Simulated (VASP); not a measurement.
# Ta in VASP: further runs

Ta is run at these levels: PBEsol; tasks: single point.

Everything below comes from runs of VASP 6.6.1. Logs are shortened: lines on timing, memory, paths and dates and some standing lists are left out, and cuts for length are marked.

## 1. The cell of the first run

Symmetry: Im-3m, No. 229, cubic system. The conventional cell has a = 3.280 Å, b = 3.280 Å, c = 3.280 Å, α = 90.00°, β = 90.00°, γ = 90.00°. Within 3.7 Å of Ta (site symmetry m-3m) lie 14 Ta at 2.84 to 3.28 Å.

## 2. Single point, PBEsol

The input, INCAR:

```
SYSTEM = Ta
ALGO = Normal
EDIFF = 1E-7
ENCUT = 520
GGA = PS
ISIF = 2
ISMEAR = 0
LASPH = .TRUE.
LCHARG = .FALSE.
LREAL = .FALSE.
LWAVE = .FALSE.
NBANDS = 12
NELM = 100
PREC = Accurate
SIGMA = 0.15
```

The input, KPOINTS:

```
k-points
0
G
  20 20 20
  0 0 0
```

The input, POSCAR:

```
Ta
1.0
   -1.6402286350      1.6402286350      1.6402286350
    1.6402286350     -1.6402286350      1.6402286350
    1.6402286350      1.6402286350     -1.6402286350
Ta
1
Direct
    0.0000000000      0.0000000000      0.0000000000
```

Potentials or basis: VASP PAW PBE potentials, release 64 (Ta_pv).

Command:

```sh
> cat potpaw_PBE.64/Ta_pv/POTCAR > POTCAR
> mpirun -np 1 vasp_std > vasp.out
```

OUTCAR:

```text
SYSTEM = Ta
   EDIFF = 1E-7
   ENCUT = 520
   GGA = PS
   ISIF = 2
   ISMEAR = 0
   LASPH = .TRUE.
   LREAL = .FALSE.
   NELM = 100
   PREC = Accurate

 ion  position               nearest neighbor table
   1  0.000  0.000  0.000-

  LATTYP: Found a body centered cubic cell.
 ALAT       =     3.2804572700

  Lattice vectors:

 A1 = (  -1.6402286350,   1.6402286350,   1.6402286350)
 A2 = (   1.6402286350,  -1.6402286350,   1.6402286350)
 A3 = (   1.6402286350,   1.6402286350,  -1.6402286350)

Analysis of symmetry for initial positions (statically):
=====================================================================
 Subroutine PRICEL returns:
 Original cell was already a primitive cell.

 Routine SETGRP: Setting up the symmetry group for a
 body centered cubic supercell.

 Subroutine GETGRP returns: Found 48 space group operations
 (whereof 48 operations were pure point group operations)
 out of a pool of 48 trial point group operations.

The static configuration has the point symmetry O_h .

Analysis of symmetry for dynamics (positions and initial velocities):
=====================================================================
 Subroutine PRICEL returns:
 Original cell was already a primitive cell.

 Routine SETGRP: Setting up the symmetry group for a
 body centered cubic supercell.

 Subroutine GETGRP returns: Found 48 space group operations
 (whereof 48 operations were pure point group operations)
 out of a pool of 48 trial point group operations.

The dynamic configuration has the point symmetry O_h .

 Subroutine INISYM returns: Found 48 space group operations
 (whereof 48 operations are pure point group operations),
 and found     1 'primitive' translations

----------------------------------------------------------------------------------------

                                     Primitive cell

  volume of cell :      17.6512

  direct lattice vectors                    reciprocal lattice vectors
    -1.640228635  1.640228635  1.640228635     0.000000000  0.304835551  0.304835551
     1.640228635 -1.640228635  1.640228635     0.304835551  0.000000000  0.304835551
     1.640228635  1.640228635 -1.640228635     0.304835551  0.304835551  0.000000000

  length of vectors
     2.840959332  2.840959332  2.840959332     0.431102571  0.431102571  0.431102571

  position of ions in fractional coordinates (direct lattice)
     0.000000000  0.000000000  0.000000000

  ion indices of the primitive-cell ions
[... 75 lines left out ...]
   LREAL  =      F    real-space projection
   EDIFFG = 0.1E-05   stopping-criterion for IOM
   NSW    =      0    number of steps for IOM
   IBRION =     -1    ionic relax: 0-MD 1-quasi-New 2-CG
   NFREE  =      0    steps in history (QN), initial steepest desc. (CG)
   ISIF   =      2    stress and relaxation
   ISYM   =      2    0-nonsym 1-usesym 2-fastsym
   POTIM  = 0.5000    time-step for ionic-motion
   TEBEG  =    0.0;   TEEND  =   0.0 temperature during run
   PSTRESS=    0.0 pullay stress
   NELECT =      11.0000    total number of electrons
   NUPDOWN=      -1.0000    fix difference up-down
   EMIN   =  10.00;   EMAX   =-10.00  energy-range for DOS
   EFERMI =   0.00;   METHOD = LEGACY
   ISMEAR =     0;   SIGMA  =   0.15  broadening in eV -4-tet -1-fermi 0-gaus
   EFERMI_NEDOS =   21; number of points for ismear=-14 and -15
   IALGO  =     38    algorithm
   IMIX   =      4    mixing-type and parameters
     AMIX     =   0.40;   BMIX     =  1.00
     AMIX_MAG =   1.60;   BMIX_MAG =  1.00
  volume/ion in A,a.u.               =      17.65       119.12
  Fermi-wavevector in a.u.,A,eV,Ry     =   1.398346  2.642491 26.604448  1.955372
  Thomas-Fermi vector in A             =   2.521513
   LORBIT       =      0    0 simple, 1 ext, 2 COOP (PROOUT), +10 PAW based schemes
   GGA     = PS    functional components
   LHFCALC =     F    Hartree Fock is set to
   AEXX    =    0.0000 exact exchange contribution
   IVDW    =     0    specifies the selected vdW correction
   LEPSILON=     F    determine dielectric tensor
   LRPA    =     F    only Hartree local field effects (RPA)
 non-spin polarized calculation
 Gauss-broadening in eV      SIGMA  =   0.15
  energy-cutoff  :      520.00
  volume of cell :       17.65
 maximum number of plane-waves:       490
 NGX is ok and might be reduce to    24
   NGX = 11   NGY = 11   NGZ = 11

 number of electron      11.0000002 magnetization

 Free energy of the ion-electron system (eV)
  ---------------------------------------------------
  ext. energy  EPLUGINS =         0.00000000
  ---------------------------------------------------
  free energy    TOTEN  =       -12.55856174 eV

  energy without entropy =      -12.54434374  energy(sigma->0) =      -12.55145274

 E-fermi :   5.4686     XC(G=0): -12.8326

 val. band max:        5.4573038353   @ k =  -0.2500   0.3500   0.1000
 cond. band min:       5.4719098348   @ k =  -0.3500   0.4000   0.1500
 fundamental gap:      0.0146059996
 Fermi energy:         5.4686011409

 k-point     1 :       0.0000    0.0000    0.0000
  band No.  band energies     occupation
      1     -27.4621      2.00000
      2     -27.4621      2.00000
      3     -27.4621      2.00000
      4      -2.5219      2.00000
      5       6.2029      0.00000
      6       6.2029      0.00000
      7       6.2029      0.00000
      8       9.5459      0.00000
      9       9.5459      0.00000
     10      20.2131      0.00000
     11      20.6215      0.00000
     12      20.6215      0.00000
[... 331 lines left out ...]
 k-point    24 :       0.2500    0.1000    0.0000
  band No.  band energies     occupation
      1     -28.3252      2.00000
      2     -27.7454      2.00000
      3     -27.5119      2.00000
      4       0.7306      2.00000
      5       4.5401      2.00000
      6       5.0445      1.99994
      7       8.8260      0.00000
      8      10.1942      0.00000
      9      10.4262      0.00000
     10      19.9597      0.00000
     11      20.2451      0.00000
     12      21.5633      0.00000

 [... further k-points ...]
[... 5 lines left out ...]
  --------------------------------------------------------------------------------------
  -------------------------------------------------------------------------------------
  Total        0.0542597      0.0542597      0.0542597     -0.0000000      0.0000000     -0.0000000
  in kB        4.9250998      4.9250998      4.9250998     -0.0000000      0.0000000     -0.0000000
  external PRESSURE =       4.9250998 kB  Pullay stress =       0.0000000 kB

 VOLUME and BASIS-vectors are now :
 -----------------------------------------------------------------------------
  energy-cutoff  :      520.00
  volume of cell :       17.65
      direct lattice vectors                 reciprocal lattice vectors
    -1.640228635  1.640228635  1.640228635     0.000000000  0.304835551  0.304835551
     1.640228635 -1.640228635  1.640228635     0.304835551  0.000000000  0.304835551
     1.640228635  1.640228635 -1.640228635     0.304835551  0.304835551  0.000000000

 POSITION                                       TOTAL-FORCE (eV/Angst)
 -----------------------------------------------------------------------------------
      0.00000      0.00000      0.00000        -0.000000      0.000000     -0.000000
 -----------------------------------------------------------------------------------
    total drift:                               -0.000000      0.000000      0.000000

  FREE ENERGIE OF THE ION-ELECTRON SYSTEM (eV)
  ---------------------------------------------------
  free  energy   TOTEN  =       -12.5585617353 eV

  energy  without entropy=      -12.5443437449  energy(sigma->0) =      -12.55145274
```

stdout:

```text
POSCAR found type information on POSCAR Ta
 POSCAR found :  1 types and       1 ions
 scaLAPACK will be used
 -----------------------------------------------------------------------------
|                                                                             |
|                                                                             |
|     You enforced a specific xc type in the INCAR file but a different       |
|     I HOPE YOU KNOW WHAT YOU ARE DOING!                                     |
|                                                                             |
 -----------------------------------------------------------------------------

 LDA part: xc-table for (Slater+PW92), standard interpolation
 POSCAR, INCAR and KPOINTS ok, starting setup
 FFT: planning ... GRIDC
 FFT: planning ... GRID_SOFT
 FFT: planning ... GRID
 WAVECAR not read
 entering main loop
```

It took 13 s on 1 thread of Intel Xeon 6975P-C (Granite Rapids), shared host; peak memory 0.18 GiB.

What came out:

* Free energy: -12.5586 eV
* Pressure: 0.5 GPa

Caveat: the PAW data sets were made with another functional, which shifts forces and pressure a little; spin-orbit coupling is left out, which moves the levels of the heavy elements.

## 3. Single point, PBEsol (normal strain along x +0.0367, normal strain along z +0.0500)

The input, INCAR:

```
  PREC = Accurate
  ENCUT = 520
  EDIFF = 1E-6
  ISMEAR = 0
  SIGMA = 0.15
  LREAL = F
  LASPH = T
  NELM = 60
  ALGO = Fast
  ISIF = 2
  LWAVE = F
  LCHARG = T
  GGA = PS
  LELF = T
  LVHAR = T
  NBANDS = 12
```

The input, KPOINTS:

```
regular mesh
0
Gamma
  20 20 20
```

The input, POSCAR:

```
Ta
1.0
   -1.7004250259      1.6402286350      1.7222400668
    1.7004250259     -1.6402286350      1.7222400668
    1.7004250259      1.6402286350     -1.7222400668
Ta
1
Direct
    0.0000000000      0.0000000000      0.0000000000
```

Potentials or basis: VASP PAW PBE potentials, release 64 (Ta_pv).

Command:

```sh
> cat potpaw_PBE.64/Ta_pv/POTCAR > POTCAR
> mpirun -np 1 vasp_std > vasp.out
```

OUTCAR:

```text
PREC = Accurate
   ENCUT = 520
   EDIFF = 1E-6
   ISMEAR = 0
   LREAL = F
   LASPH = T
   NELM = 60
   ISIF = 2
   GGA = PS

 ion  position               nearest neighbor table
   1  0.000  0.000  0.000-

  LATTYP: Found a body centered orthorhombic cell.
 ALAT       =     3.2804572700
 B/A-ratio  =     1.0367000000
 C/A-ratio  =     1.0500000000

  Lattice vectors:

 A1 = (   1.7004250259,  -1.6402286350,  -1.7222400668)
 A2 = (  -1.7004250259,   1.6402286350,  -1.7222400668)
 A3 = (   1.7004250259,   1.6402286350,   1.7222400668)

Analysis of symmetry for initial positions (statically):
=====================================================================
 Subroutine PRICEL returns:
 Original cell was already a primitive cell.

 Routine SETGRP: Setting up the symmetry group for a
 body centered orthorhombic supercell.

 Subroutine GETGRP returns: Found  8 space group operations
 (whereof  8 operations were pure point group operations)
 out of a pool of  8 trial point group operations.

The static configuration has the point symmetry D_2h.

[... 163 lines left out ...]
 cond. band min:       4.8202141717   @ k =   0.4000   0.3500   0.0500
 fundamental gap:      0.0002654597
 Fermi energy:         4.8199789650

 k-point     1 :       0.0000    0.0000    0.0000
  band No.  band energies     occupation
      1     -28.4762      2.00000
      2     -28.4744      2.00000
      3     -28.4648      2.00000
      4      -2.8618      2.00000
      5       5.2057      0.00028
      6       5.6427      0.00000
      7       5.7830      0.00000
      8       8.1956      0.00000
      9       8.9046      0.00000
     10      19.2160      0.00000
     11      19.4250      0.00000
     12      20.0736      0.00000
[... 331 lines left out ...]
 k-point    24 :      -0.4000    0.0500   -0.0000
  band No.  band energies     occupation
      1     -29.2902      2.00000
      2     -28.7482      2.00000
      3     -28.4949      2.00000
      4       0.6168      2.00000
      5       3.6094      2.00000
      6       5.0334      0.04422
      7       8.3326      0.00000
      8       9.4104      0.00000
      9      10.4665      0.00000
     10      17.1716      0.00000
     11      17.5527      0.00000
     12      19.2585      0.00000

 [... further k-points ...]
[... 5 lines left out ...]
  --------------------------------------------------------------------------------------
  -------------------------------------------------------------------------------------
  Total       -1.8290716     -1.4649415     -1.9710970      0.0000000      0.0000000      0.0000000
  in kB     -152.5196228   -122.1561394   -164.3626075      0.0000000      0.0000000      0.0000000
  external PRESSURE =    -146.3461232 kB  Pullay stress =       0.0000000 kB

 VOLUME and BASIS-vectors are now :
 -----------------------------------------------------------------------------
  energy-cutoff  :      520.00
  volume of cell :       19.21
      direct lattice vectors                 reciprocal lattice vectors
    -1.700425026  1.640228635  1.722240067     0.000000000  0.304835551  0.290319573
     1.700425026 -1.640228635  1.722240067     0.294044132  0.000000000  0.290319573
     1.700425026  1.640228635 -1.722240067     0.294044132  0.304835551  0.000000000

 POSITION                                       TOTAL-FORCE (eV/Angst)
 -----------------------------------------------------------------------------------
      0.00000      0.00000      0.00000         0.000000      0.000000      0.000000
 -----------------------------------------------------------------------------------
    total drift:                                0.000000      0.000000     -0.000000

  FREE ENERGIE OF THE ION-ELECTRON SYSTEM (eV)
  ---------------------------------------------------
  free  energy   TOTEN  =       -12.4768759012 eV

  energy  without entropy=      -12.4608875829  energy(sigma->0) =      -12.46888174
```

OSZICAR:

```text
N       E                     dE             d eps       ncg     rms          rms(c)
DAV:   1     0.600064988589E+02    0.60006E+02   -0.60796E+03 28064   0.865E+02
DAV:   2    -0.119872168973E+02   -0.71994E+02   -0.70250E+02 31324   0.243E+02
DAV:   3    -0.130452806186E+02   -0.10581E+01   -0.10442E+01 33716   0.276E+01
DAV:   4    -0.130483832540E+02   -0.31026E-02   -0.31021E-02 31332   0.165E+00
DAV:   5    -0.130483949987E+02   -0.11745E-04   -0.11744E-04 33660   0.964E-02    0.123E+01
RMM:   6    -0.126024397409E+02    0.44596E+00   -0.31291E-01 30235   0.448E+00    0.575E+00
RMM:   7    -0.124776152865E+02    0.12482E+00   -0.29865E-01 31352   0.423E+00    0.364E-01
RMM:   8    -0.124768413904E+02    0.77390E-03   -0.12591E-02 33197   0.100E+00    0.298E-01
RMM:   9    -0.124768885313E+02   -0.47141E-04   -0.19378E-03 34653   0.369E-01    0.634E-02
RMM:  10    -0.124768683351E+02    0.20196E-04   -0.30497E-04 34678   0.139E-01    0.917E-03
RMM:  11    -0.124768739824E+02   -0.56474E-05   -0.72182E-05 36726   0.565E-02    0.780E-03
RMM:  12    -0.124768751627E+02   -0.11802E-05   -0.12250E-05 33860   0.205E-02    0.218E-02
RMM:  13    -0.124768759012E+02   -0.73853E-06   -0.32080E-06 26094   0.877E-03
   1 F= -.12476876E+02 E0= -.12468882E+02  d E =-.159883E-01
```

Wall time 91 s (1 thread of Intel Xeon 6975P-C (Granite Rapids), shared host); peak memory 0.36 GiB.

Results:

```
Free energy : -12.4769 eV
Pressure    : -14.6 GPa
```

Stress tensor (GPa, compression positive):
```
-15.25   0.00   0.00
  0.00 -12.22   0.00
  0.00   0.00 -16.44
```

Levels at points of the mesh, in eV from the Fermi level:
```tsv
k point	band 4	band 5	band 6	band 7	band 8	band 9
(0.00, 0.00, 0.00)	-7.68	0.39	0.82	0.96	3.38	4.08
(0.50, 0.00, 0.00)	-4.11	-1.47	1.40	3.56	4.78	7.17
(0.00, 0.50, 0.00)	-4.15	-1.02	1.15	3.14	4.33	7.10
(0.50, 0.50, 0.00)	-4.10	-1.62	1.48	3.81	4.82	7.21
(0.50, 0.50, 0.50)	-3.51	-3.39	6.24	6.29	6.43	7.58
```

Caveat: the cell differs from its parent crystal (normal strain along x +0.0367, normal strain along z +0.0500); the PAW data sets were made with another functional, which shifts forces and pressure a little; spin-orbit coupling is left out, which moves the levels of the heavy elements.
